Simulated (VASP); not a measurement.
# Mg2CdSe3 (P3m1) in VASP: further runs, part 2 of 2

VASP 6.6.1. The steps go on from the part before.

## (4) Single point, PBE

This run uses another cell than the first one, of 27.86 Å³/atom, 1.031 times its volume.

Input file INCAR:

```
PREC = Accurate
ENCUT = 520
EDIFF = 1E-6
ISMEAR = 0
SIGMA = 0.02
LREAL = F
LASPH = T
NELM = 80
ALGO = Normal
ISIF = 2
LWAVE = F
LCHARG = F
GGA = PE
NBANDS = 26
```

Input file KPOINTS:

```
Automatic mesh
0
Gamma
  6 6 4
```

Input file POSCAR:

```
Mg2CdSe3
1.0
    4.2909792033      0.0000000000      0.0000000000
   -2.1454896016      3.7160969972      0.0000000000
    0.0000000000      0.0000000000     10.4816801000
Mg Cd Se
2 1 3
Direct
    0.6666666667      0.3333333333      0.3352050000
    0.3333333333      0.6666666667      0.6620310000
    0.0000000000      0.0000000000      0.0022600000
    0.0000000000      0.0000000000      0.2576430000
    0.6666666667      0.3333333333      0.5832290000
    0.3333333333      0.6666666667      0.9096310000
```

Potentials or basis: VASP PAW PBE potentials, release 64 (Mg, Cd, Se).

On the command line:

```
$ cat potpaw_PBE.64/Mg/POTCAR potpaw_PBE.64/Cd/POTCAR potpaw_PBE.64/Se/POTCAR > POTCAR
$ mpirun -np 1 vasp_std > vasp.out
```

OUTCAR:

```text
PREC = Accurate
   ENCUT = 520
   EDIFF = 1E-6
   ISMEAR = 0
   LREAL = F
   LASPH = T
   NELM = 80
   ISIF = 2
   GGA = PE

 ion  position               nearest neighbor table
   1  0.667  0.333  0.335-   5 2.60   4 2.61   4 2.61   4 2.61
   2  0.333  0.667  0.662-   6 2.60   5 2.61   5 2.61   5 2.61
   3  0.000  0.000  0.002-   6 2.66   6 2.66   6 2.66   4 2.68
   4  0.000  0.000  0.258-   1 2.61   1 2.61   1 2.61   3 2.68
   5  0.667  0.333  0.583-   1 2.60   2 2.61   2 2.61   2 2.61
   6  0.333  0.667  0.910-   2 2.60   3 2.66   3 2.66   3 2.66

  LATTYP: Found a hexagonal cell.
 ALAT       =     4.2909792033
 C/A-ratio  =     2.4427245166

  Lattice vectors:

 A1 = (   4.2909792033,   0.0000000000,   0.0000000000)
 A2 = (  -2.1454896016,   3.7160969972,   0.0000000000)
 A3 = (   0.0000000000,   0.0000000000,  10.4816801000)

Analysis of symmetry for initial positions (statically):
=====================================================================
 Subroutine PRICEL returns:
 Original cell was already a primitive cell.

 Routine SETGRP: Setting up the symmetry group for a
 hexagonal supercell.

 Subroutine GETGRP returns: Found  6 space group operations
 (whereof  6 operations were pure point group operations)
 out of a pool of 24 trial point group operations.

The static configuration has the point symmetry C_3v.

Analysis of symmetry for dynamics (positions and initial velocities):
=====================================================================
 Subroutine PRICEL returns:
 Original cell was already a primitive cell.

 Routine SETGRP: Setting up the symmetry group for a
 hexagonal supercell.

 Subroutine GETGRP returns: Found  6 space group operations
 (whereof  6 operations were pure point group operations)
 out of a pool of 24 trial point group operations.

The dynamic configuration has the point symmetry C_3v.

 Subroutine INISYM returns: Found  6 space group operations
 (whereof  6 operations are pure point group operations),
 and found     1 'primitive' translations

----------------------------------------------------------------------------------------

                                     Primitive cell

  volume of cell :     167.1377

  direct lattice vectors                    reciprocal lattice vectors
     4.290979203  0.000000000  0.000000000     0.233047040  0.134549771  0.000000000
    -2.145489602  3.716096997  0.000000000     0.000000000  0.269099542  0.000000000
     0.000000000  0.000000000 10.481680100     0.000000000  0.000000000  0.095404553

  length of vectors
     4.290979203  4.290979203 10.481680100     0.269099542  0.269099542  0.095404553

  position of ions in fractional coordinates (direct lattice)
     0.666666667  0.333333333  0.335205000
     0.333333333  0.666666667  0.662031000
     0.000000000  0.000000000  0.002260000
     0.000000000  0.000000000  0.257643000
     0.666666667  0.333333333  0.583229000
     0.333333333  0.666666667  0.909631000

  ion indices of the primitive-cell ions
   primitive index   ion index
                 1           1
[... 28 lines left out ...]
 ===========================================

 Found     24 irreducible k-points:

 Following reciprocal coordinates:
            Coordinates               Weight
  0.000000  0.000000  0.000000      1.000000
  0.166667  0.000000  0.000000      6.000000
  0.333333  0.000000  0.000000      6.000000
  0.500000  0.000000  0.000000      3.000000
  0.166667  0.166667  0.000000      6.000000
  0.333333  0.166667  0.000000     12.000000
[... 16 lines left out ...]
  0.333333  0.166667  0.500000     12.000000
  0.333333  0.333333  0.500000      2.000000
   k-points           NKPTS =     24   k-points in BZ     NKDIM =     24   number of bands    NBANDS=     26
   number of dos      NEDOS =    301   number of ions     NIONS =      6
   total plane-waves  NPLWV =  81920
   dimension x,y,z NGX =    32 NGY =   32 NGZ =   80
   dimension x,y,z NGXF=    64 NGYF=   64 NGZF=  160
   ions per type =               2   1   3
   NGX,Y,Z   is equivalent  to a cutoff of  12.40, 12.40, 12.69 a.u.
   NGXF,Y,Z  is equivalent  to a cutoff of  24.80, 24.80, 25.38 a.u.
 SYSTEM =  unknown system
   PREC   = accura    normal or accurate (medium, high low for compatibility)
   ISTART =      0    job   : 0-new  1-cont  2-samecut
   ICHARG =      2    charge: 1-file 2-atom 10-const
   ISPIN  =      1    spin polarized calculation?
   LNONCOLLINEAR =      F non collinear calculations
   LSORBIT =      F    spin-orbit coupling
   LASPH  =      T    aspherical Exc in radial PAW
   ENCUT  =  520.0 eV  38.22 Ry    6.18 a.u.   7.98  7.98 19.49*2*pi/ulx,y,z
   NELM   =     80;   NELMIN=  2; NELMDL= -5     # of ELM steps
   EDIFF  = 0.1E-05   stopping-criterion for ELM
   LREAL  =      F    real-space projection
   EDIFFG = 0.1E-04   stopping-criterion for IOM
   NSW    =      0    number of steps for IOM
   IBRION =     -1    ionic relax: 0-MD 1-quasi-New 2-CG
   NFREE  =      0    steps in history (QN), initial steepest desc. (CG)
   ISIF   =      2    stress and relaxation
   ISYM   =      2    0-nonsym 1-usesym 2-fastsym
   POTIM  = 0.5000    time-step for ionic-motion
   TEBEG  =    0.0;   TEEND  =   0.0 temperature during run
   PSTRESS=    0.0 pullay stress
   NELECT =      34.0000    total number of electrons
   NUPDOWN=      -1.0000    fix difference up-down
   EMIN   =  10.00;   EMAX   =-10.00  energy-range for DOS
   EFERMI =   0.00;   METHOD = LEGACY
   ISMEAR =     0;   SIGMA  =   0.02  broadening in eV -4-tet -1-fermi 0-gaus
   EFERMI_NEDOS =   21; number of points for ismear=-14 and -15
   IALGO  =     38    algorithm
   IMIX   =      4    mixing-type and parameters
     AMIX     =   0.40;   BMIX     =  1.00
     AMIX_MAG =   1.60;   BMIX_MAG =  1.00
  volume/ion in A,a.u.               =      27.86       187.98
  Fermi-wavevector in a.u.,A,eV,Ry     =   0.962815  1.819457 12.612784  0.927013
  Thomas-Fermi vector in A             =   2.092307
   LORBIT       =      0    0 simple, 1 ext, 2 COOP (PROOUT), +10 PAW based schemes
   GGA     = PE    functional components
   LHFCALC =     F    Hartree Fock is set to
   AEXX    =    0.0000 exact exchange contribution
   IVDW    =     0    specifies the selected vdW correction
   LEPSILON=     F    determine dielectric tensor
   LRPA    =     F    only Hartree local field effects (RPA)
 non-spin polarized calculation
 Gauss-broadening in eV      SIGMA  =   0.02
  energy-cutoff  :      520.00
  volume of cell :      167.14
 maximum number of plane-waves:      4548
   NGX = 15   NGY = 15   NGZ = 39

 number of electron      34.0000002 magnetization

 Free energy of the ion-electron system (eV)
  ---------------------------------------------------
  ext. energy  EPLUGINS =         0.00000000
  ---------------------------------------------------
  free energy    TOTEN  =       -20.51170500 eV

  energy without entropy =      -20.51170500  energy(sigma->0) =      -20.51170500

 E-fermi :   0.8999     XC(G=0):  -8.2884

 val. band max:        0.7862164639   @ k =   0.0000   0.0000   0.0000
 cond. band min:       2.2701163286   @ k =   0.0000   0.0000   0.0000
 fundamental gap:      1.4838998647
 Fermi energy:         0.8999391652

 k-point     1 :       0.0000    0.0000    0.0000
  band No.  band energies     occupation
      1     -11.2743      2.00000
      2     -11.0053      2.00000
      3     -10.8321      2.00000
      4      -6.7586      2.00000
      5      -6.7586      2.00000
      6      -6.5787      2.00000
[... 685 lines left out ...]
     25       7.7705      0.00000
     26       8.0001      0.00000

------------------------ aborting loop because EDIFF is reached ----------------------------------------

  FORCE on cell =-STRESS in cart. coord.  units (eV):
  Direction    XX          YY          ZZ          XY          YZ          ZX
  --------------------------------------------------------------------------------------
  -------------------------------------------------------------------------------------
  Total        0.0549470      0.0549470      0.0667055      0.0000000      0.0000000      0.0000000
  in kB        0.5267201      0.5267201      0.6394371      0.0000000      0.0000000      0.0000000
  external PRESSURE =       0.5642924 kB  Pullay stress =       0.0000000 kB

 VOLUME and BASIS-vectors are now :
 -----------------------------------------------------------------------------
  energy-cutoff  :      520.00
  volume of cell :      167.14
      direct lattice vectors                 reciprocal lattice vectors
     4.290979203  0.000000000  0.000000000     0.233047040  0.134549771  0.000000000
    -2.145489602  3.716096997  0.000000000     0.000000000  0.269099542  0.000000000
     0.000000000  0.000000000 10.481680100     0.000000000  0.000000000  0.095404553

 POSITION                                       TOTAL-FORCE (eV/Angst)
 -----------------------------------------------------------------------------------
      2.14549      1.23870      3.51351        -0.000000      0.000000      0.002563
     -0.00000      2.47740      6.93920        -0.000000      0.000000      0.001975
      0.00000      0.00000      0.02369         0.000000     -0.000000     -0.000023
      0.00000      0.00000      2.70053         0.000000      0.000000      0.030539
      2.14549      1.23870      6.11322        -0.000000     -0.000000     -0.000825
     -0.00000      2.47740      9.53446        -0.000000     -0.000000     -0.034229
 -----------------------------------------------------------------------------------
    total drift:                               -0.000000      0.000000      0.000941

  FREE ENERGIE OF THE ION-ELECTRON SYSTEM (eV)
  ---------------------------------------------------
  free  energy   TOTEN  =       -20.5117050015 eV

  energy  without entropy=      -20.5117050015  energy(sigma->0) =      -20.51170500
```

OSZICAR:

```text
N       E                     dE             d eps       ncg     rms          rms(c)
DAV:   1     0.182288893270E+03    0.18229E+03   -0.14071E+04  1248   0.109E+03
DAV:   2    -0.738508789048E+01   -0.18967E+03   -0.18047E+03  1476   0.227E+02
DAV:   3    -0.215048542719E+02   -0.14120E+02   -0.14047E+02  1496   0.617E+01
DAV:   4    -0.216598764401E+02   -0.15502E+00   -0.15490E+00  1510   0.691E+00
DAV:   5    -0.216612721930E+02   -0.13958E-02   -0.13954E-02  1600   0.650E-01    0.703E+00
DAV:   6    -0.205837137875E+02    0.10776E+01   -0.18016E+00  1510   0.928E+00    0.540E+00
DAV:   7    -0.205001419676E+02    0.83572E-01   -0.73634E-01  1594   0.385E+00    0.234E+00
DAV:   8    -0.205087492823E+02   -0.86073E-02   -0.49006E-02  1426   0.189E+00    0.489E-01
DAV:   9    -0.205108874390E+02   -0.21382E-02   -0.81303E-03  1666   0.857E-01    0.136E-01
DAV:  10    -0.205114044591E+02   -0.51702E-03   -0.11945E-03  1382   0.322E-01    0.951E-02
DAV:  11    -0.205116662718E+02   -0.26181E-03   -0.29091E-04  1382   0.869E-02    0.201E-02
DAV:  12    -0.205116973580E+02   -0.31086E-04   -0.39461E-05  1592   0.412E-02    0.110E-02
DAV:  13    -0.205117050688E+02   -0.77108E-05   -0.13387E-05  1360   0.188E-02    0.568E-03
DAV:  14    -0.205117050015E+02    0.67257E-07   -0.92489E-07  1212   0.554E-03
   1 F= -.20511705E+02 E0= -.20511705E+02  d E =-.143802E-17
```

stdout:

```text
POSCAR found type information on POSCAR MgCdSe
 POSCAR found :  3 types and       6 ions
 scaLAPACK will be used
 LDA part: xc-table for (Slater+PW92), standard interpolation
 POSCAR, INCAR and KPOINTS ok, starting setup
 FFT: planning ... GRIDC
 FFT: planning ... GRID_SOFT
 FFT: planning ... GRID
 WAVECAR not read
 entering main loop
```

Run time: 52 s. Hardware: 1 thread of Intel Xeon 6975P-C (Granite Rapids), shared host; peak memory 0.33 GiB.

What came out:

- Free energy: -20.5117 eV
- Pressure: 0.1 GPa
- Largest force: 0.034 eV/Å
- Band gap on the k mesh: 1.48 eV, direct

Forces on the atoms (eV/Å):
```
Mg   0.000  0.000  0.003
Mg   0.000  0.000  0.002
Cd   0.000  0.000  0.000
Se   0.000  0.000  0.031
Se   0.000  0.000 -0.001
Se   0.000  0.000 -0.034
```

Levels at points of the mesh, in eV from the valence-band top:
```
           k point  band 14  band 15  band 16  band 17  band 18  band 19  band 20  band 21
(0.00, 0.00, 0.00)    -0.69    -0.24     0.00     0.00     1.48     3.17     3.56     6.24
(0.50, 0.00, 0.00)    -1.48    -1.30    -1.07    -0.80     3.11     3.64     4.30     4.33
(0.00, 0.00, 0.50)    -0.65    -0.65    -0.02    -0.02     2.31     2.95     3.45     5.91
(0.50, 0.00, 0.50)    -1.46    -1.31    -0.72    -0.66     3.10     3.60     3.88     4.83
```

A k mesh can miss the band edges.

## (5) Single point, PBE (volume scaled by 1.03, then relaxed in part)

Input file INCAR:

```
  ALGO = Normal
  EDIFF = 1E-6
  ENCUT = 520
  GGA = PE
  ISIF = 2
  ISMEAR = 0
  LASPH = True
  LCHARG = True
  LELF = True
  LREAL = False
  LVHAR = True
  LWAVE = False
  NBANDS = 26
  NELM = 100
  PREC = Accurate
  SIGMA = 0.02
```

Input file KPOINTS:

```
k-points
0
Gamma
  6 6 4
```

Input file POSCAR:

```
Mg2CdSe3
1.0
    4.3329753831      0.0000000000      0.0000000000
   -2.1664876915      3.7524667557      0.0000000000
    0.0000000000      0.0000000000     10.5878675945
Mg Cd Se
2 1 3
Direct
    0.6666666667      0.3333333333      0.3351982725
    0.3333333333      0.6666666667      0.6623761588
    0.0000000000      0.0000000000      0.0019931563
    0.0000000000      0.0000000000      0.2572410515
    0.6666666667      0.3333333333      0.5831803991
    0.3333333333      0.6666666667      0.9100099618
```

On the command line:

```
$ cat potpaw_PBE.64/Mg/POTCAR potpaw_PBE.64/Cd/POTCAR potpaw_PBE.64/Se/POTCAR > POTCAR
$ mpirun -np 1 vasp_std > vasp.out
```

Run time: 57 s. Hardware: 1 thread of Intel Xeon 6975P-C (Granite Rapids), shared host; peak memory 0.33 GiB.

Results (log left out):

| Item | Value |
| --- | --- |
| Free energy | -20.4931 eV |
| Pressure | -1.2 GPa |
| Largest force | 0.031 eV/Å |
| Band gap on the k mesh | 1.41 eV, direct |

Forces on the atoms (eV/Å):
```
Mg   0.000  0.000  0.003
Mg   0.000  0.000  0.001
Cd   0.000  0.000  0.000
Se   0.000  0.000  0.027
Se   0.000  0.000 -0.001
Se   0.000  0.000 -0.031
```

Levels at points of the mesh, in eV from the valence-band top:
```csv
k point,band 14,band 15,band 16,band 17,band 18,band 19,band 20,band 21
"(0.00, 0.00, 0.00)",-0.64,-0.22,0.00,0.00,1.41,3.10,3.49,6.21
"(0.50, 0.00, 0.00)",-1.41,-1.23,-1.01,-0.76,3.16,3.57,4.25,4.32
"(0.00, 0.00, 0.50)",-0.60,-0.60,-0.02,-0.02,2.23,2.87,3.39,5.89
"(0.50, 0.00, 0.50)",-1.38,-1.25,-0.68,-0.63,3.04,3.65,3.89,4.77
```

Caveat: the cell differs from its parent crystal (volume scaled by 1.03, then relaxed in part). A k mesh can miss the band edges.

## (6) Overview

| cell | gap on the mesh (eV) | pressure (GPa) | largest force (eV/Å) |
| --- | --- | --- | --- |
| a = 4.248, b = 4.248, c = 10.375 Å, angles 90.0, 90.0, 120.0°, 6 atoms | 1.57 | 1.5 | 0.04 |
| a = 4.291, b = 4.291, c = 10.482 Å, angles 90.0, 90.0, 120.0°, 6 atoms | 1.48 | 0.1 | 0.03 |
| a = 4.333, b = 4.333, c = 10.588 Å, angles 90.0, 90.0, 120.0°, 6 atoms | 1.41 | -1.2 | 0.03 |

Alike in all rows: task single point; level PBE; potentials or basis VASP PAW PBE potentials, release 64 (Mg, Cd, Se); no spin polarisation; k mesh 6 × 6 × 4; cutoff (eV) 520; smearing gaussian 0.02 eV.

Absolute energies hang on the potentials; compare differences alone.
